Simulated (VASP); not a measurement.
# Cd in VASP: a series of runs

Cd is run at these levels: PBE; tasks: single point, relaxation of cell and atoms.

All numbers are computed with VASP 6.6.1; they aren't measurements. Logs are shortened: lines on timing, memory, paths and dates and some standing lists are left out, and cuts for length are marked.

### 1 The cell of the first run

Symmetry: Fm-3m, No. 225, cubic system. Conventional cell: a = 4.504 Å, b = 4.504 Å, c = 4.504 Å, α = 90.00°, β = 90.00°, γ = 90.00°. Within 4.2 Å of Cd (site symmetry m-3m) lie 12 Cd at 3.18 Å.

This isn't the form of Cd at room conditions, which is hcp.

### 2 Single point, PBE

File INCAR:

```
SYSTEM = Cd
PREC = Accurate
ENCUT = 520
EDIFF = 1E-6
ISMEAR = 0
SIGMA = 0.1
LREAL = .False.
LASPH = .True.
NELM = 100
ALGO = Fast
ISIF = 2
LWAVE = .False.
LCHARG = .False.
GGA = PE
NBANDS = 12
```

File KPOINTS:

```
Automatic mesh
0
Gamma
  22 22 22
  0 0 0
```

File POSCAR:

```
Cd
1.0
    0.0000000000      2.2521165031      2.2521165031
    2.2521165031      0.0000000000      2.2521165031
    2.2521165031      2.2521165031      0.0000000000
Cd
1
Direct
    0.0000000000      0.0000000000      0.0000000000
```

Potentials or basis: VASP PAW PBE potentials, release 64 (Cd).

Started as:

```bash
cat potpaw_PBE.64/Cd/POTCAR > POTCAR
mpirun -np 1 vasp_std > vasp.out
```

OUTCAR:

```text
SYSTEM = Cd
   PREC = Accurate
   ENCUT = 520
   EDIFF = 1E-6
   ISMEAR = 0
   LREAL = .False.
   LASPH = .True.
   NELM = 100
   ISIF = 2
   GGA = PE

 ion  position               nearest neighbor table
   1  0.000  0.000  0.000-

  LATTYP: Found a face centered cubic cell.
 ALAT       =     4.5042330062

  Lattice vectors:

 A1 = (   0.0000000000,   2.2521165031,   2.2521165031)
 A2 = (   2.2521165031,   0.0000000000,   2.2521165031)
 A3 = (   2.2521165031,   2.2521165031,   0.0000000000)

Analysis of symmetry for initial positions (statically):
=====================================================================
 Subroutine PRICEL returns:
 Original cell was already a primitive cell.

 Routine SETGRP: Setting up the symmetry group for a
 face centered cubic supercell.

 Subroutine GETGRP returns: Found 48 space group operations
 (whereof 48 operations were pure point group operations)
 out of a pool of 48 trial point group operations.

The static configuration has the point symmetry O_h .

Analysis of symmetry for dynamics (positions and initial velocities):
=====================================================================
 Subroutine PRICEL returns:
 Original cell was already a primitive cell.

 Routine SETGRP: Setting up the symmetry group for a
 face centered cubic supercell.

 Subroutine GETGRP returns: Found 48 space group operations
 (whereof 48 operations were pure point group operations)
 out of a pool of 48 trial point group operations.

The dynamic configuration has the point symmetry O_h .

 Subroutine INISYM returns: Found 48 space group operations
 (whereof 48 operations are pure point group operations),
 and found     1 'primitive' translations

----------------------------------------------------------------------------------------

                                     Primitive cell

  volume of cell :      22.8456

  direct lattice vectors                    reciprocal lattice vectors
     0.000000000  2.252116503  2.252116503    -0.222013381  0.222013381  0.222013381
     2.252116503  0.000000000  2.252116503     0.222013381 -0.222013381  0.222013381
     2.252116503  2.252116503  0.000000000     0.222013381  0.222013381 -0.222013381

  length of vectors
     3.184973703  3.184973703  3.184973703     0.384538456  0.384538456  0.384538456

  position of ions in fractional coordinates (direct lattice)
     0.000000000  0.000000000  0.000000000

  ion indices of the primitive-cell ions
   primitive index   ion index
                 1           1

----------------------------------------------------------------------------------------

 KPOINTS: Automatic mesh

Automatic generation of k-mesh.
 Grid dimensions read from file:
 generate k-points for:   22   22   22

 Generating k-lattice:

  Cartesian coordinates                     Fractional coordinates (reciprocal lattice)
    -0.010091517  0.010091517  0.010091517     0.045454545  0.000000000  0.000000000
     0.010091517 -0.010091517  0.010091517     0.000000000  0.045454545  0.000000000
     0.010091517  0.010091517 -0.010091517     0.000000000  0.000000000  0.045454545

  Length of vectors
     0.017479021  0.017479021  0.017479021

  Shift w.r.t. Gamma in fractional coordinates (k-lattice)
     0.000000000  0.000000000  0.000000000

 Subroutine IBZKPT returns following result:
 ===========================================

 Found    328 irreducible k-points:

 Following reciprocal coordinates:
            Coordinates               Weight
  0.000000  0.000000  0.000000      1.000000
  0.045455  0.000000  0.000000      8.000000
  0.090909  0.000000  0.000000      8.000000
  0.136364  0.000000  0.000000      8.000000
  0.181818  0.000000  0.000000      8.000000
  0.227273  0.000000  0.000000      8.000000
[... 16 lines left out ...]
  0.500000  0.045455  0.000000     24.000000
 -0.454545  0.045455  0.000000     24.000000
 [... further k-points ...]
   k-points           NKPTS =    328   k-points in BZ     NKDIM =    328   number of bands    NBANDS=     12
   number of dos      NEDOS =    301   number of ions     NIONS =      1
   total plane-waves  NPLWV =  13824
   dimension x,y,z NGX =    24 NGY =   24 NGZ =   24
   dimension x,y,z NGXF=    48 NGYF=   48 NGZF=   48
   ions per type =               1
   NGX,Y,Z   is equivalent  to a cutoff of  12.53, 12.53, 12.53 a.u.
   NGXF,Y,Z  is equivalent  to a cutoff of  25.05, 25.05, 25.05 a.u.
 SYSTEM =  Cd
   PREC   = accura    normal or accurate (medium, high low for compatibility)
   ISTART =      0    job   : 0-new  1-cont  2-samecut
   ICHARG =      2    charge: 1-file 2-atom 10-const
   ISPIN  =      1    spin polarized calculation?
   LNONCOLLINEAR =      F non collinear calculations
   LSORBIT =      F    spin-orbit coupling
   LASPH  =      T    aspherical Exc in radial PAW
   ENCUT  =  520.0 eV  38.22 Ry    6.18 a.u.   5.92  5.92  5.92*2*pi/ulx,y,z
   NELM   =    100;   NELMIN=  2; NELMDL= -5     # of ELM steps
   EDIFF  = 0.1E-05   stopping-criterion for ELM
   LREAL  =      F    real-space projection
   EDIFFG = 0.1E-04   stopping-criterion for IOM
   NSW    =      0    number of steps for IOM
   IBRION =     -1    ionic relax: 0-MD 1-quasi-New 2-CG
   NFREE  =      0    steps in history (QN), initial steepest desc. (CG)
   ISIF   =      2    stress and relaxation
   ISYM   =      2    0-nonsym 1-usesym 2-fastsym
   POTIM  = 0.5000    time-step for ionic-motion
   TEBEG  =    0.0;   TEEND  =   0.0 temperature during run
   PSTRESS=    0.0 pullay stress
   NELECT =      12.0000    total number of electrons
   NUPDOWN=      -1.0000    fix difference up-down
   EMIN   =  10.00;   EMAX   =-10.00  energy-range for DOS
   EFERMI =   0.00;   METHOD = LEGACY
   ISMEAR =     0;   SIGMA  =   0.10  broadening in eV -4-tet -1-fermi 0-gaus
   EFERMI_NEDOS =   21; number of points for ismear=-14 and -15
   IALGO  =     68    algorithm
   IMIX   =      4    mixing-type and parameters
     AMIX     =   0.40;   BMIX     =  1.00
     AMIX_MAG =   1.60;   BMIX_MAG =  1.00
  volume/ion in A,a.u.               =      22.85       154.17
  Fermi-wavevector in a.u.,A,eV,Ry     =   1.320893  2.496126 23.738888  1.744759
  Thomas-Fermi vector in A             =   2.450687
   LORBIT       =      0    0 simple, 1 ext, 2 COOP (PROOUT), +10 PAW based schemes
   GGA     = PE    functional components
   LHFCALC =     F    Hartree Fock is set to
   AEXX    =    0.0000 exact exchange contribution
   IVDW    =     0    specifies the selected vdW correction
   LEPSILON=     F    determine dielectric tensor
   LRPA    =     F    only Hartree local field effects (RPA)
 non-spin polarized calculation
 RMM-DIIS sequential band-by-band and
 Gauss-broadening in eV      SIGMA  =   0.10
  energy-cutoff  :      520.00
  volume of cell :       22.85
 maximum number of plane-waves:       636
   NGX = 11   NGY = 11   NGZ = 11

 number of electron      11.9999992 magnetization

 Free energy of the ion-electron system (eV)
  ---------------------------------------------------
  ext. energy  EPLUGINS =         0.00000000
  ---------------------------------------------------
  free energy    TOTEN  =        -0.73980562 eV

  energy without entropy =       -0.73767492  energy(sigma->0) =       -0.73874027

 E-fermi :   2.4786     XC(G=0): -10.7471

 val. band max:        2.4444634552   @ k =  -0.3636   0.2727   0.0909
 cond. band min:       2.4799689051   @ k =  -0.2727   0.4091   0.1364
 fundamental gap:      0.0355054499
 Fermi energy:         2.4786251879

 k-point     1 :       0.0000    0.0000    0.0000
  band No.  band energies     occupation
      1      -6.5047      2.00000
      2      -6.5047      2.00000
      3      -6.5047      2.00000
      4      -6.0948      2.00000
      5      -6.0948      2.00000
      6      -5.9397      2.00000
      7      16.2477      0.00000
      8      17.0151      0.00000
      9      17.0151      0.00000
     10      17.0151      0.00000
     11      20.3179      0.00000
     12      20.3179      0.00000

 k-point     2 :       0.0455    0.0000    0.0000
  band No.  band energies     occupation
      1      -6.5091      2.00000
      2      -6.4966      2.00000
      3      -6.4966      2.00000
      4      -6.0968      2.00000
      5      -6.0968      2.00000
      6      -5.8882      2.00000
      7      15.9152      0.00000
      8      16.5307      0.00000
      9      16.9230      0.00000
     10      16.9230      0.00000
     11      20.4736      0.00000
     12      20.4738      0.00000

 k-point     3 :       0.0909    0.0000    0.0000
  band No.  band energies     occupation
      1      -6.5270      2.00000
      2      -6.4744      2.00000
      3      -6.4744      2.00000
      4      -6.1010      2.00000
      5      -6.1010      2.00000
      6      -5.7282      2.00000
      7      14.4645      0.00000
      8      16.4241      0.00000
      9      16.6882      0.00000
     10      16.6882      0.00000
     11      20.8838      0.00000
     12      20.8904      0.00000

 k-point     4 :       0.1364    0.0000    0.0000
  band No.  band energies     occupation
      1      -6.5629      2.00000
      2      -6.4450      2.00000
      3      -6.4450      2.00000
      4      -6.1013      2.00000
      5      -6.1013      2.00000
      6      -5.4531      2.00000
      7      12.7702      0.00000
      8      16.3839      0.00000
      9      16.3839      0.00000
     10      16.4045      0.00000
     11      20.6515      0.00000
     12      21.4139      0.00000

 k-point     5 :       0.1818    0.0000    0.0000
  band No.  band energies     occupation
      1      -6.6145      2.00000
      2      -6.4204      2.00000
      3      -6.4204      2.00000
      4      -6.0877      2.00000
      5      -6.0877      2.00000
      6      -5.0619      2.00000
      7      11.0602      0.00000
      8      16.0607      0.00000
      9      16.0607      0.00000
     10      16.3500      0.00000
     11      20.4003      0.00000
     12      21.2557      0.00000
[... 228 lines left out ...]
      1      -6.8753      2.00000
      2      -6.4848      2.00000
      3      -6.4600      2.00000
      4      -5.8687      2.00000
      5      -5.7961      2.00000
      6      -1.7224      2.00000
      7       3.8265      0.00000
      8      14.2288      0.00000
      9      14.7848      0.00000
     10      15.3229      0.00000
     11      18.9420      0.00000
     12      19.3903      0.00000

 k-point    22 :       0.4545    0.0455    0.0000
  band No.  band energies     occupation
      1      -6.9064      2.00000
      2      -6.4998      2.00000
      3      -6.4766      2.00000
      4      -5.8161      2.00000
      5      -5.7639      2.00000
      6      -0.7342      2.00000
      7       2.4957      0.80965
      8      14.2566      0.00000
      9      14.4672      0.00000
     10      15.1858      0.00000
     11      18.9242      0.00000
     12      19.0522      0.00000

 k-point    23 :       0.5000    0.0455    0.0000
  band No.  band energies     occupation
      1      -6.9208      2.00000
      2      -6.5060      2.00000
      3      -6.4857      2.00000
      4      -5.7844      2.00000
      5      -5.7550      2.00000
      6       0.2723      2.00000
      7       1.3332      2.00000
      8      14.1818      0.00000
      9      14.3777      0.00000
     10      15.1787      0.00000
     11      18.8080      0.00000
     12      18.9541      0.00000

 k-point    24 :      -0.4545    0.0455    0.0000
  band No.  band energies     occupation
      1      -6.9176      2.00000
      2      -6.5029      2.00000
      3      -6.4859      2.00000
      4      -5.7768      2.00000
      5      -5.7711      2.00000
      6      -0.0462      2.00000
      7       1.6832      2.00000
      8      13.9755      0.00000
      9      14.5921      0.00000
     10      15.2650      0.00000
     11      18.6591      0.00000
     12      19.0314      0.00000

 [... further k-points ...]

------------------------ aborting loop because EDIFF is reached ----------------------------------------

  FORCE on cell =-STRESS in cart. coord.  units (eV):
  Direction    XX          YY          ZZ          XY          YZ          ZX
  --------------------------------------------------------------------------------------
  -------------------------------------------------------------------------------------
  Total        0.0424972      0.0424972      0.0424972      0.0000000     -0.0000000      0.0000000
  in kB        2.9803582      2.9803582      2.9803582      0.0000000     -0.0000000      0.0000000
  external PRESSURE =       2.9803582 kB  Pullay stress =       0.0000000 kB

 VOLUME and BASIS-vectors are now :
 -----------------------------------------------------------------------------
  energy-cutoff  :      520.00
  volume of cell :       22.85
      direct lattice vectors                 reciprocal lattice vectors
     0.000000000  2.252116503  2.252116503    -0.222013381  0.222013381  0.222013381
     2.252116503  0.000000000  2.252116503     0.222013381 -0.222013381  0.222013381
     2.252116503  2.252116503  0.000000000     0.222013381  0.222013381 -0.222013381

 POSITION                                       TOTAL-FORCE (eV/Angst)
 -----------------------------------------------------------------------------------
      0.00000      0.00000      0.00000        -0.000000      0.000000     -0.000000
 -----------------------------------------------------------------------------------
    total drift:                               -0.000000      0.000000      0.000000

  FREE ENERGIE OF THE ION-ELECTRON SYSTEM (eV)
  ---------------------------------------------------
  free  energy   TOTEN  =        -0.7398056236 eV

  energy  without entropy=       -0.7376749216  energy(sigma->0) =       -0.73874027
```

It took 18 s on 1 thread of Intel Xeon 6975P-C (Granite Rapids), shared host; peak memory 0.2 GiB.

Results:

| Quantity | Value |
| --- | --- |
| Free energy | -0.7398 eV |
| Pressure | 0.3 GPa |
| Band gap on the k mesh | zero (bands 6 and 7 overlap by 3.02 eV) |

### 3 Relaxation of cell and atoms, PBE

File INCAR:

```
SYSTEM = Cd
  PREC = Accurate
  ENCUT = 600
  EDIFF = 1E-6
  ISMEAR = 0
  SIGMA = 0.1
  LREAL = .False.
  LASPH = .True.
  NELM = 60
  ALGO = Normal
  ISIF = 3
  LWAVE = .False.
  LCHARG = .False.
  GGA = PE
  IBRION = 2
  NSW = 100
  EDIFFG = -0.01
```

KPOINTS is that of step 2.

File POSCAR:

```
Cd
1.0
    0.0000000000      2.2512688084      2.2512688084
    2.2512688084      0.0000000000      2.2512688084
    2.2512688084      2.2512688084      0.0000000000
Cd
1
Direct
    0.0000000000      0.0000000000      0.0000000000
```

Potentials or basis: VASP PAW PBE potentials, release 64 (Cd).

Started as:

```bash
cat potpaw_PBE.64/Cd/POTCAR > POTCAR
mpirun -np 1 vasp_std > vasp.out
```

It took 44 s on 1 thread of Intel Xeon 6975P-C (Granite Rapids), shared host; peak memory 0.23 GiB.

It converged, with:

| Quantity | Value |
| --- | --- |
| Free energy | -0.7394 eV |
| Relaxed volume | 22.91 Å³/atom |
| Relaxed cell | a = 3.188 Å, b = 3.188 Å, c = 3.188 Å, α = 60.00°, β = 60.00°, γ = 60.00° |
| Space group after relaxing (to 0.1 Å) | Fm-3m (No. 225) |
| Energy gained by relaxing | 0.1 meV/atom |
| Ionic steps | 2 |
| Pressure after relaxing | 0.0 GPa |
| Band gap on the k mesh | zero (bands 6 and 7 overlap by 3.02 eV) |

Final structure:
```
CELL_PARAMETERS angstrom
0.00000 2.25421 2.25421
2.25421 0.00000 2.25421
2.25421 2.25421 0.00000
ATOMIC_POSITIONS crystal
Cd 0.00000 0.00000 0.00000
```

Levels at points of the mesh, in eV from the Fermi level:
```
           k point  band 3  band 4  band 5  band 6  band 7  band 8  band 9  band 10
(0.00, 0.00, 0.00)   -8.98   -8.57   -8.57   -8.40   13.76   14.51   14.51    14.51
(0.50, 0.00, 0.00)   -8.97   -8.23   -8.23   -2.09   -1.36   12.15   12.15    12.88
(0.50, 0.50, 0.00)   -8.25   -8.14   -8.14   -0.64    1.25    6.66    6.66    10.74
```

### 4 Relaxation of cell and atoms, PBE

This run uses another cell than the first one: it holds 4 atoms, not 1.

File INCAR:

```
  ALGO = Fast
  EDIFF = 1E-7
  EDIFFG = -0.025
  ENCUT = 600
  GGA = PE
  IBRION = 2
  ISIF = 3
  ISMEAR = 0
  LASPH = T
  LCHARG = F
  LREAL = F
  LWAVE = F
  NELM = 60
  NSW = 80
  PREC = Accurate
  SIGMA = 0.2
```

File KPOINTS:

```
k-points
0
Gamma
  6 4 4
```

File POSCAR:

```
Cd
1.0
   -2.2536327008      0.0386851016     -2.3009939687
   -2.2105822466     -4.4892530041      2.3353137176
   -2.1985675900      4.3998681444      2.1685586547
Cd
4
Direct
    0.0085861562      0.0025294127      0.0103689994
    0.5062737187      0.5030655806      0.0081154708
    0.4850921433      0.0012205117      0.5084307845
    0.0000479819      0.4931844951      0.4730847453
```

Started as:

```bash
cat potpaw_PBE.64/Cd/POTCAR > POTCAR
mpirun -np 1 vasp_std > vasp.out
```

Run time: 11 min. Hardware: 1 thread of Intel Xeon 6975P-C (Granite Rapids), shared host; peak memory 0.33 GiB.

Results (log left out):

* Free energy: -3.0319 eV
* Relaxed volume: 23.17 Å³/atom
* Relaxed cell: a = 3.399 Å, b = 5.406 Å, c = 5.405 Å, α = 111.03°, β = 90.01°, γ = 90.01°
* Space group after relaxing (to 0.1 Å): Immm (No. 71)
* Energy gained by relaxing: 27.7 meV/atom
* Ionic steps: 14
* Pressure after relaxing: 0.0 GPa
* Largest force after relaxing: 0.018 eV/Å
* Band gap on the k mesh: zero (bands 24 and 25 overlap by 2.64 eV)

Forces on the atoms (eV/Å):
```
Cd  -0.002 -0.004  0.003
Cd   0.001  0.010  0.015
Cd   0.003 -0.012 -0.011
Cd  -0.002  0.005 -0.007
```

Step by step:
| step | energy change (eV) | largest force (eV/Å) | pressure (GPa) | volume (Å³) |
| --- | --- | --- | --- | --- |
| 1 | 0.0000 | 0.5707 | 1.41 | 90.17 |
| 2 | -0.0494 | 0.3492 | 0.00 | 92.79 |
| 3 | -0.0657 | 0.1612 | -1.23 | 95.72 |
| 4 | -0.0968 | 0.0859 | -0.75 | 94.36 |
| 5 | -0.1016 | 0.1158 | -0.43 | 93.72 |
| 6 | -0.1017 | 0.1210 | -0.36 | 93.61 |
| 7 | -0.1060 | 0.0911 | 0.04 | 92.68 |
| 8 | -0.1065 | 0.0782 | 0.23 | 92.25 |
| 9 | -0.1078 | 0.0544 | 0.05 | 92.63 |
| 10 | -0.1081 | 0.0534 | -0.09 | 92.94 |
| 11 | -0.1092 | 0.0554 | -0.06 | 92.91 |
| 12 | -0.1098 | 0.0578 | -0.02 | 92.87 |
| 13 | -0.1105 | 0.0316 | 0.00 | 92.79 |
| 14 | -0.1109 | 0.0182 | 0.04 | 92.69 |

Final structure:
```
Cd
1.0
    -2.40422   -0.00140   -2.40210
    -2.16046   -4.45632    2.16651
    -2.16428    4.45468    2.16552
Cd
4
Direct
  0.00139 0.99967 0.00118
  0.50461 0.50013 0.99842
  0.49617 0.99984 0.50162
  0.99784 0.50036 0.49878
```

Levels at points of the mesh, in eV from the Fermi level:
```tsv
k point	band 21	band 22	band 23	band 24	band 25	band 26	band 27	band 28
(0.00, 0.00, 0.00)	-8.10	-1.75	-1.75	-0.70	-0.70	-0.38	1.52	4.93
(0.50, 0.00, 0.00)	-4.35	-4.35	1.79	1.79	1.84	1.84	2.49	2.49
(0.00, 0.50, 0.00)	-6.54	-6.53	-2.03	-2.02	2.78	2.83	6.36	6.44
(0.50, 0.50, 0.00)	-2.64	-2.64	-2.64	-2.63	1.69	1.70	1.74	1.75
(0.00, 0.00, 0.50)	-6.54	-6.53	-2.03	-2.03	2.80	2.81	6.39	6.40
(0.50, 0.00, 0.50)	-2.64	-2.64	-2.63	-2.63	1.70	1.71	1.72	1.75
(0.00, 0.50, 0.50)	-6.04	-6.04	-3.39	-3.39	5.04	5.04	5.10	5.10
(0.50, 0.50, 0.50)	-2.25	-2.25	-1.91	-1.91	-0.66	-0.65	1.15	1.16
```

### 5 The runs side by side

```csv
task,cell,k mesh,cutoff (eV),smearing,gap on the mesh (eV),pressure (GPa),relaxed volume (Å³/atom)
single point,"a = 3.185 Å, angles 60.0°, 1 atom, atomic positions A",22 × 22 × 22,520,gaussian 0.1 eV,none,0.3,-
relaxation of cell and atoms,"relaxed from a = 3.184 Å, angles 60.0°, 1 atom, atomic positions A",22 × 22 × 22,600,gaussian 0.1 eV,none,0.0,22.91
relaxation of cell and atoms,"relaxed from a = 3.221, b = 5.522, c = 5.375 Å, angles 109.3, 89.6, 91.8°, 4 atoms, atomic positions B",6 × 4 × 4,600,gaussian 0.2 eV,none,0.0,23.17
```

Alike in all rows: level PBE; potentials or basis VASP PAW PBE potentials, release 64 (Cd); no spin polarisation.

Total energies depend on the potentials used, so only differences within one code and one set of settings carry meaning.
